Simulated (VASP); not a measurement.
# GaN (Fm-3m) in VASP: notebook, part 2 of 3

VASP 6.6.1.

## Step 3: Single point, BLYP (volume scaled by 0.98)

File INCAR:

```
SYSTEM = GaN
AGGAC = 1.0 ; AGGAX = 1.0
ALDAC = 0.0 ; ALDAX = 1.0
ALGO = Normal ; EDIFF = 1E-6
ENCUT = 520 ; GGA = B5
ISIF = 2 ; ISMEAR = 0
LASPH = .TRUE. ; LCHARG = .FALSE.
LREAL = .FALSE. ; LWAVE = .FALSE.
NBANDS = 16 ; NELM = 80
PREC = Accurate ; SIGMA = 0.05
```

File KPOINTS:

```
k-points
0
G
  10 10 10
  0 0 0
```

File POSCAR:

```
GaN
1.0
    0.0000000000      2.1483874693      2.1483874693
    2.1483874693      0.0000000000      2.1483874693
    2.1483874693      2.1483874693      0.0000000000
Ga N
1 1
Direct
    0.5000000000      0.5000000000      0.5000000000
    0.0000000000      0.0000000000      0.0000000000
```

Potentials or basis: VASP PAW PBE potentials, release 64 (Ga_d, N).

The run is started by

```console
cat potpaw_PBE.64/Ga_d/POTCAR potpaw_PBE.64/N/POTCAR > POTCAR
mpirun -np 1 vasp_std > vasp.out
```

OUTCAR:

```text
SYSTEM = GaN
   EDIFF = 1E-6
   ENCUT = 520
   GGA = B5
   ISIF = 2
   ISMEAR = 0
   LASPH = .TRUE.
   LREAL = .FALSE.
   NELM = 80
   PREC = Accurate

 ion  position               nearest neighbor table
   1  0.500  0.500  0.500-   2 2.15   2 2.15   2 2.15   2 2.15   2 2.15   2 2.15
   2  0.000  0.000  0.000-   1 2.15   1 2.15   1 2.15   1 2.15   1 2.15   1 2.15

  LATTYP: Found a face centered cubic cell.
 ALAT       =     4.2967749386

  Lattice vectors:

 A1 = (   0.0000000000,   2.1483874693,   2.1483874693)
 A2 = (   2.1483874693,   0.0000000000,   2.1483874693)
 A3 = (   2.1483874693,   2.1483874693,   0.0000000000)

Analysis of symmetry for initial positions (statically):
=====================================================================
 Subroutine PRICEL returns:
 Original cell was already a primitive cell.

 Routine SETGRP: Setting up the symmetry group for a
 face centered cubic supercell.

 Subroutine GETGRP returns: Found 48 space group operations
 (whereof 48 operations were pure point group operations)
 out of a pool of 48 trial point group operations.

The static configuration has the point symmetry O_h .

Analysis of symmetry for dynamics (positions and initial velocities):
=====================================================================
 Subroutine PRICEL returns:
 Original cell was already a primitive cell.

 Routine SETGRP: Setting up the symmetry group for a
 face centered cubic supercell.

 Subroutine GETGRP returns: Found 48 space group operations
 (whereof 48 operations were pure point group operations)
 out of a pool of 48 trial point group operations.

The dynamic configuration has the point symmetry O_h .

 Subroutine INISYM returns: Found 48 space group operations
 (whereof 48 operations are pure point group operations),
 and found     1 'primitive' translations

----------------------------------------------------------------------------------------

[... 110 lines left out ...]
   IMIX   =      4    mixing-type and parameters
     AMIX     =   0.40;   BMIX     =  1.00
     AMIX_MAG =   1.60;   BMIX_MAG =  1.00
  volume/ion in A,a.u.               =       9.92        66.92
  Fermi-wavevector in a.u.,A,eV,Ry     =   1.585050  2.995311 34.183067  2.512385
  Thomas-Fermi vector in A             =   2.684574
   LORBIT       =      0    0 simple, 1 ext, 2 COOP (PROOUT), +10 PAW based schemes
   GGA     = B5    functional components
   LHFCALC =     F    Hartree Fock is set to
   AEXX    =    0.0000 exact exchange contribution
   IVDW    =     0    specifies the selected vdW correction
   LEPSILON=     F    determine dielectric tensor
   LRPA    =     F    only Hartree local field effects (RPA)
 non-spin polarized calculation
 Gauss-broadening in eV      SIGMA  =   0.05
  energy-cutoff  :      520.00
  volume of cell :       19.83
 maximum number of plane-waves:       548
   NGX = 11   NGY = 11   NGZ = 11

 number of electron      17.9999998 magnetization

 Free energy of the ion-electron system (eV)
  ---------------------------------------------------
  ext. energy  EPLUGINS =         0.00000000
  ---------------------------------------------------
  free energy    TOTEN  =        -9.84561905 eV

  energy without entropy =       -9.84561614  energy(sigma->0) =       -9.84561760

 E-fermi :   7.7945     XC(G=0): -12.1940

 val. band max:        7.6770402767   @ k =  -0.2000   0.2000   0.0000
 cond. band min:       7.8962066775   @ k =   0.5000   0.5000   0.0000
 fundamental gap:      0.2191664009
 Fermi energy:         7.7944746956

 k-point     1 :       0.0000    0.0000    0.0000
  band No.  band energies     occupation
      1      -8.9979      2.00000
      2      -6.4460      2.00000
      3      -6.4460      2.00000
      4      -6.4460      2.00000
      5      -6.3660      2.00000
      6      -6.3660      2.00000
[... 433 lines left out ...]
      3      -6.3307      2.00000
      4      -6.2854      2.00000
      5      -6.2466      2.00000
      6      -4.9956      2.00000
[... 8 lines left out ...]
     15      32.0591      0.00000
     16      33.3357      0.00000

 [... further k-points ...]

------------------------ aborting loop because EDIFF is reached ----------------------------------------

  FORCE on cell =-STRESS in cart. coord.  units (eV):
  Direction    XX          YY          ZZ          XY          YZ          ZX
  --------------------------------------------------------------------------------------
  -------------------------------------------------------------------------------------
  Total        0.6173538      0.6173538      0.6173538      0.0000000      0.0000000     -0.0000000
  in kB       49.8743098     49.8743098     49.8743098      0.0000000      0.0000000     -0.0000000
  external PRESSURE =      49.8743098 kB  Pullay stress =       0.0000000 kB

 VOLUME and BASIS-vectors are now :
 -----------------------------------------------------------------------------
  energy-cutoff  :      520.00
  volume of cell :       19.83
      direct lattice vectors                 reciprocal lattice vectors
     0.000000000  2.148387469  2.148387469    -0.232732692  0.232732692  0.232732692
     2.148387469  0.000000000  2.148387469     0.232732692 -0.232732692  0.232732692
     2.148387469  2.148387469  0.000000000     0.232732692  0.232732692 -0.232732692

 POSITION                                       TOTAL-FORCE (eV/Angst)
 -----------------------------------------------------------------------------------
      2.14839      2.14839      2.14839         0.000000      0.000000      0.000000
      0.00000      0.00000      0.00000         0.000000      0.000000      0.000000
 -----------------------------------------------------------------------------------
    total drift:                                0.000000     -0.000000      0.000000

  FREE ENERGIE OF THE ION-ELECTRON SYSTEM (eV)
  ---------------------------------------------------
  free  energy   TOTEN  =        -9.8456190512 eV

  energy  without entropy=       -9.8456161416  energy(sigma->0) =       -9.84561760
```

stdout:

```text
POSCAR found type information on POSCAR GaN
 POSCAR found :  2 types and       2 ions
 scaLAPACK will be used
 -----------------------------------------------------------------------------
|                                                                             |
|                                                                             |
|     You enforced a specific xc type in the INCAR file but a different       |
|     I HOPE YOU KNOW WHAT YOU ARE DOING!                                     |
|                                                                             |
 -----------------------------------------------------------------------------

 LDA part: xc-table for (Slater(with rela. corr.)+VWN5), standard interpolation
 POSCAR, INCAR and KPOINTS ok, starting setup
 FFT: planning ... GRIDC
 FFT: planning ... GRID_SOFT
 FFT: planning ... GRID
 WAVECAR not read
 entering main loop
```

Run time: 30 s. Hardware: 1 thread of Intel Xeon 8259CL, shared host; peak memory 0.15 GiB.

Results:

```
Free energy            : -9.8456 eV
Pressure               : 5.0 GPa
Band gap on the k mesh : 0.22 eV, indirect (least direct gap 2.21 eV)
```

Caveat: the PAW data sets were made with another functional, which shifts forces and pressure a little. A k mesh can miss the band edges.

(Continued in part 3 of 3.)
